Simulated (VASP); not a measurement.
# NiO (Pm-3m) in VASP: single point with PBE

Aim: the single point of NiO with PBE.

All numbers are computed with VASP 6.6.1; they aren't measurements. Logs are shortened: lines on timing, memory, paths and dates and some standing lists are left out, and cuts for length are marked.

### Step 1. The cell of the first run

The structure is cubic, space group Pm-3m (No. 221). Conventional cell: a = 2.635 Å, b = 2.635 Å, c = 2.635 Å, α = 90.00°, β = 90.00°, γ = 90.00°. Within 3.0 Å of Ni (site symmetry m-3m) lie 8 O at 2.28 Å and 6 Ni at 2.63 Å. O (site symmetry m-3m) has 8 Ni at 2.28 Å and 6 O at 2.63 Å within 3.0 Å.

### Step 2. Single point, PBE, collinear spin, ferromagnetic start

INCAR

```
SYSTEM = NiO
ALGO     = Normal         ! electronic algorithm
EDIFF    = 1E-6           ! SCF threshold, eV
ENCUT    = 520            ! plane-wave cutoff, eV
GGA      = PE             ! functional
ISIF     = 2              ! what is computed and relaxed
ISMEAR   = 0              ! smearing method
ISPIN    = 2              ! spin polarisation
LASPH    = .True.         ! aspherical terms in the spheres
LCHARG   = .False.        ! write CHGCAR
LMAXMIX  = 4              ! l up to which the mixer works
LORBIT   = 11             ! projections on sites
LREAL    = .False.        ! projectors in reciprocal space
LWAVE    = .False.        ! write WAVECAR
MAGMOM   = 1.61 0.33      ! initial moments
NBANDS   = 19             ! bands
NELM     = 150            ! most SCF steps
PREC     = Accurate       ! precision mode
SIGMA    = 0.15           ! smearing width, eV
```

KPOINTS

```
k-points
0
Gamma
  22 22 22
  0 0 0
```

POSCAR

```
NiO
1.0
   -0.8782951636      1.7565903272      1.7565903272
    1.7565903272     -0.8782951636      1.7565903272
    1.7565903272      1.7565903272     -0.8782951636
Ni O
1 1
Direct
    0.0000000000      0.0000000000      0.0000000000
    0.5000000000      0.5000000000      0.5000000000
```

Potentials or basis: VASP PAW PBE potentials, release 64 (Ni, O).

On the command line:

```sh
$ cat potpaw_PBE.64/Ni/POTCAR potpaw_PBE.64/O/POTCAR > POTCAR
$ mpirun -np 1 vasp_std > vasp.out
```

OUTCAR:

```text
SYSTEM = NiO
   EDIFF = 1E-6
   ENCUT = 520
   GGA = PE
   ISIF = 2
   ISMEAR = 0
   ISPIN = 2
   LASPH = .True.
   LORBIT = 11
   LREAL = .False.
   NELM = 150
   PREC = Accurate

 ion  position               nearest neighbor table
   1  0.000  0.000  0.000-   2 2.28   2 2.28   2 2.28   2 2.28   2 2.28   2 2.28   2 2.28   2 2.28

   2  0.500  0.500  0.500-   1 2.28   1 2.28   1 2.28   1 2.28   1 2.28   1 2.28   1 2.28   1 2.28

  LATTYP: Found a simple cubic cell.
 ALAT       =     2.6348854908

  Lattice vectors:

 A1 = (  -0.8782951636,   1.7565903272,   1.7565903272)
 A2 = (   1.7565903272,  -0.8782951636,   1.7565903272)
 A3 = (   1.7565903272,   1.7565903272,  -0.8782951636)

Analysis of symmetry for initial positions (statically):
=====================================================================
 Subroutine PRICEL returns:
 Original cell was already a primitive cell.

 Routine SETGRP: Setting up the symmetry group for a
 simple cubic supercell.

 Subroutine GETGRP returns: Found 48 space group operations
 (whereof 48 operations were pure point group operations)
 out of a pool of 48 trial point group operations.

The static configuration has the point symmetry O_h .

Analysis of symmetry for dynamics (positions and initial velocities):
=====================================================================
 Subroutine PRICEL returns:
 Original cell was already a primitive cell.

 Routine SETGRP: Setting up the symmetry group for a
 simple cubic supercell.

 Subroutine GETGRP returns: Found 48 space group operations
 (whereof 48 operations were pure point group operations)
 out of a pool of 48 trial point group operations.

The dynamic configuration has the point symmetry O_h .

Analysis of structural, dynamic, and magnetic symmetry:
=====================================================================
 Subroutine PRICEL returns:
 Original cell was already a primitive cell.

 Routine SETGRP: Setting up the symmetry group for a
 simple cubic supercell.

 Subroutine GETGRP returns: Found 48 space group operations
 (whereof 48 operations were pure point group operations)
 out of a pool of 48 trial point group operations.

The overall configuration has the point symmetry O_h .

 Subroutine INISYM returns: Found 48 space group operations
 (whereof 48 operations are pure point group operations),
 and found     1 'primitive' translations

----------------------------------------------------------------------------------------

                                     Primitive cell

  volume of cell :      18.2930

  direct lattice vectors                    reciprocal lattice vectors
    -0.878295164  1.756590327  1.756590327    -0.126507711  0.253015423  0.253015423
     1.756590327 -0.878295164  1.756590327     0.253015423 -0.126507711  0.253015423
     1.756590327  1.756590327 -0.878295164     0.253015423  0.253015423 -0.126507711

  length of vectors
     2.634885491  2.634885491  2.634885491     0.379523134  0.379523134  0.379523134

  position of ions in fractional coordinates (direct lattice)
     0.000000000  0.000000000  0.000000000
     0.500000000  0.500000000  0.500000000

  ion indices of the primitive-cell ions
   primitive index   ion index
                 1           1
                 2           2

----------------------------------------------------------------------------------------

 KPOINTS: k-points

Automatic generation of k-mesh.
 Grid dimensions read from file:
 generate k-points for:   22   22   22

 Generating k-lattice:

  Cartesian coordinates                     Fractional coordinates (reciprocal lattice)
    -0.005750351  0.011500701  0.011500701     0.045454545  0.000000000  0.000000000
     0.011500701 -0.005750351  0.011500701     0.000000000  0.045454545  0.000000000
     0.011500701  0.011500701 -0.005750351     0.000000000  0.000000000  0.045454545

  Length of vectors
     0.017251052  0.017251052  0.017251052

  Shift w.r.t. Gamma in fractional coordinates (k-lattice)
     0.000000000  0.000000000  0.000000000

 Subroutine IBZKPT returns following result:
 ===========================================

 Found    364 irreducible k-points:

 Following reciprocal coordinates:
            Coordinates               Weight
  0.000000  0.000000  0.000000      1.000000
  0.045455  0.000000  0.000000      6.000000
  0.090909  0.000000  0.000000      6.000000
  0.136364  0.000000  0.000000      6.000000
  0.181818  0.000000  0.000000      6.000000
  0.227273  0.000000  0.000000      6.000000
[... 16 lines left out ...]
  0.500000  0.045455 -0.000000     12.000000
  0.090909  0.090909  0.000000     12.000000
 [... further k-points ...]
   k-points           NKPTS =    364   k-points in BZ     NKDIM =    364   number of bands    NBANDS=     19
   number of dos      NEDOS =    301   number of ions     NIONS =      2
   total plane-waves  NPLWV =   8000
   dimension x,y,z NGX =    20 NGY =   20 NGZ =   20
   dimension x,y,z NGXF=    40 NGYF=   40 NGZF=   40
   ions per type =               1   1
   NGX,Y,Z   is equivalent  to a cutoff of  12.62, 12.62, 12.62 a.u.
   NGXF,Y,Z  is equivalent  to a cutoff of  25.24, 25.24, 25.24 a.u.
 SYSTEM =  NiO
   PREC   = accura    normal or accurate (medium, high low for compatibility)
   ISTART =      0    job   : 0-new  1-cont  2-samecut
   ICHARG =      2    charge: 1-file 2-atom 10-const
   ISPIN  =      2    spin polarized calculation?
   LNONCOLLINEAR =      F non collinear calculations
   LSORBIT =      F    spin-orbit coupling
   LASPH  =      T    aspherical Exc in radial PAW
   ENCUT  =  520.0 eV  38.22 Ry    6.18 a.u.   4.90  4.90  4.90*2*pi/ulx,y,z
   NELM   =    150;   NELMIN=  2; NELMDL= -5     # of ELM steps
   EDIFF  = 0.1E-05   stopping-criterion for ELM
   LREAL  =      F    real-space projection
   EDIFFG = 0.1E-04   stopping-criterion for IOM
   NSW    =      0    number of steps for IOM
   IBRION =     -1    ionic relax: 0-MD 1-quasi-New 2-CG
   NFREE  =      0    steps in history (QN), initial steepest desc. (CG)
   ISIF   =      2    stress and relaxation
   ISYM   =      2    0-nonsym 1-usesym 2-fastsym
   POTIM  = 0.5000    time-step for ionic-motion
   TEBEG  =    0.0;   TEEND  =   0.0 temperature during run
   PSTRESS=    0.0 pullay stress
   NELECT =      16.0000    total number of electrons
   NUPDOWN=      -1.0000    fix difference up-down
   EMIN   =  10.00;   EMAX   =-10.00  energy-range for DOS
   EFERMI =   0.00;   METHOD = LEGACY
   ISMEAR =     0;   SIGMA  =   0.15  broadening in eV -4-tet -1-fermi 0-gaus
   EFERMI_NEDOS =   21; number of points for ismear=-14 and -15
   IALGO  =     38    algorithm
   IMIX   =      4    mixing-type and parameters
     AMIX     =   0.40;   BMIX     =  1.00
     AMIX_MAG =   1.60;   BMIX_MAG =  1.00
  volume/ion in A,a.u.               =       9.15        61.72
  Fermi-wavevector in a.u.,A,eV,Ry     =   1.565620  2.958593 33.350146  2.451167
  Thomas-Fermi vector in A             =   2.668069
   LORBIT       =     11    0 simple, 1 ext, 2 COOP (PROOUT), +10 PAW based schemes
   GGA     = PE    functional components
   LHFCALC =     F    Hartree Fock is set to
   AEXX    =    0.0000 exact exchange contribution
   IVDW    =     0    specifies the selected vdW correction
   LEPSILON=     F    determine dielectric tensor
   LRPA    =     F    only Hartree local field effects (RPA)
 spin polarized calculation
 Gauss-broadening in eV      SIGMA  =   0.15
  energy-cutoff  :      520.00
  volume of cell :       18.29
 maximum number of plane-waves:       512
 NGX is ok and might be reduce to    20
   NGX =  9   NGY =  9   NGZ =  9

 number of electron      15.9999981 magnetization       1.9626806

 Free energy of the ion-electron system (eV)
  ---------------------------------------------------
  ext. energy  EPLUGINS =         0.00000000
  ---------------------------------------------------
  free energy    TOTEN  =       -10.49055768 eV

  energy without entropy =      -10.46339424  energy(sigma->0) =      -10.47697596

 E-fermi :   7.3899     XC(G=0): -12.8068

 val. band max:        7.3896137161   @ k =   0.5000   0.4091   0.3636
 cond. band min:       7.3907225703   @ k =   0.3182   0.3182   0.0909
 fundamental gap:      0.0011088542
 Fermi energy:         7.3898713021

 spin component 1

 k-point     1 :       0.0000    0.0000    0.0000
  band No.  band energies     occupation
      1     -12.4713      1.00000
      2       3.8890      1.00000
      3       3.8890      1.00000
      4       4.9038      1.00000
      5       4.9038      1.00000
      6       4.9038      1.00000
[... 11 lines left out ...]
     18      39.8626      0.00000
     19      40.8794      0.00000
[... 485 lines left out ...]
 k-point    24 :       0.0909    0.0909    0.0000
  band No.  band energies     occupation
      1     -12.3161      1.00000
      2       3.5069      1.00000
      3       3.5649      1.00000
      4       4.2694      1.00000
      5       4.5055      1.00000
      6       5.1301      1.00000
[... 11 lines left out ...]
     18      38.6917      0.00000
     19      41.4107      0.00000

 [... further k-points ...]

 spin component 2

 k-point     1 :       0.0000    0.0000    0.0000
  band No.  band energies     occupation
      1     -11.6993      1.00000
      2       4.9743      1.00000
      3       4.9743      1.00000
      4       5.8067      1.00000
      5       5.8067      1.00000
      6       5.8067      1.00000
[... 11 lines left out ...]
     18      39.7901      0.00000
     19      41.2175      0.00000
[... 485 lines left out ...]
 k-point    24 :       0.0909    0.0909    0.0000
  band No.  band energies     occupation
      1     -11.5330      1.00000
      2       4.3926      1.00000
      3       4.5109      1.00000
      4       5.3305      1.00000
      5       5.5625      1.00000
      6       6.1698      1.00000
[... 11 lines left out ...]
     18      38.6590      0.00000
     19      41.7602      0.00000

 [... further k-points ...]

------------------------ aborting loop because EDIFF is reached ----------------------------------------

  FORCE on cell =-STRESS in cart. coord.  units (eV):
  Direction    XX          YY          ZZ          XY          YZ          ZX
  --------------------------------------------------------------------------------------
  -------------------------------------------------------------------------------------
  Total       -0.5446839     -0.5446839     -0.5446839      0.0000000      0.0000000      0.0000000
  in kB      -47.7056553    -47.7056553    -47.7056553      0.0000000      0.0000000      0.0000000
  external PRESSURE =     -47.7056553 kB  Pullay stress =       0.0000000 kB

 VOLUME and BASIS-vectors are now :
 -----------------------------------------------------------------------------
  energy-cutoff  :      520.00
  volume of cell :       18.29
      direct lattice vectors                 reciprocal lattice vectors
    -0.878295164  1.756590327  1.756590327    -0.126507711  0.253015423  0.253015423
     1.756590327 -0.878295164  1.756590327     0.253015423 -0.126507711  0.253015423
     1.756590327  1.756590327 -0.878295164     0.253015423  0.253015423 -0.126507711

 POSITION                                       TOTAL-FORCE (eV/Angst)
 -----------------------------------------------------------------------------------
      0.00000      0.00000      0.00000         0.000000      0.000000      0.000000
      1.31744      1.31744      1.31744        -0.000000     -0.000000     -0.000000
 -----------------------------------------------------------------------------------
    total drift:                                0.000000     -0.000000      0.000000

  FREE ENERGIE OF THE ION-ELECTRON SYSTEM (eV)
  ---------------------------------------------------
  free  energy   TOTEN  =       -10.4905576829 eV

  energy  without entropy=      -10.4633942402  energy(sigma->0) =      -10.47697596

 total charge

# of ion       s       p       d       tot
------------------------------------------
    1        0.303   0.336   8.238   8.877
    2        1.595   3.278   0.000   4.873
--------------------------------------------------
tot          1.898   3.614   8.238  13.750

 magnetization (x)

# of ion       s       p       d       tot
------------------------------------------
    1       -0.013  -0.008   1.430   1.409
    2        0.009   0.501   0.000   0.510
--------------------------------------------------
tot         -0.004   0.493   1.430   1.919
```

It took 92 s on 1 thread of Intel Xeon 6975P-C (Granite Rapids), shared host; peak memory 0.28 GiB.

What came out:

- Free energy: -10.4906 eV
- Pressure: -4.8 GPa
- Band gap on the k mesh: zero (filled and empty bands overlap)
- Net moment: 1.96 μB per cell
- Site moments: Ni +1.41; O +0.51 μB
- Valence electrons inside the program's atomic spheres: Ni 8.88; O 4.87

Caveat: a cell with one magnetic atom can't hold antiferromagnetic order, which such compounds often take; semilocal functionals often make such compounds metallic where correlation or magnetic order opens a gap, which also shifts bond lengths.
